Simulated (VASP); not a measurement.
# Ti: single point with PBE

Crystal: Ti.

```
Ti
1.0
    -1.64100    1.64100    1.64100
     1.64100   -1.64100    1.64100
     1.64100    1.64100   -1.64100
Ti
1
Direct
  0.00000 0.00000 0.00000
```

```yaml
Program: VASP 6.6.1
Task: single point
Functional: PBE
Potentials_or_basis: VASP PAW PBE potentials, release 64 (Ti_sv)
Cutoff: 520 eV
k_mesh: 11 × 11 × 11
Occupations: gaussian, width 0.023 eV
Spin: no spin polarisation
```

| Property | Result |
| --- | --- |
| Pressure | -3.1 GPa |
| Band gap on the k mesh | zero (band 6 reaches 8.90 eV, above the bottom of band 7 at 7.33 eV) |

Levels at points of the mesh, in eV from the Fermi level:
| k point | band 4 | band 5 | band 6 | band 7 | band 8 | band 9 |
| --- | --- | --- | --- | --- | --- | --- |
| (0.00, 0.00, 0.00) | -32.42 | -5.91 | 0.99 | 0.99 | 0.99 | 2.71 |

Run time: 19 s on 1 thread of Intel(R) Xeon(R) Platinum 8259CL CPU @ 2.50GHz (Skylake/Cascade Lake), on a shared host, peak memory 0.14 GiB.
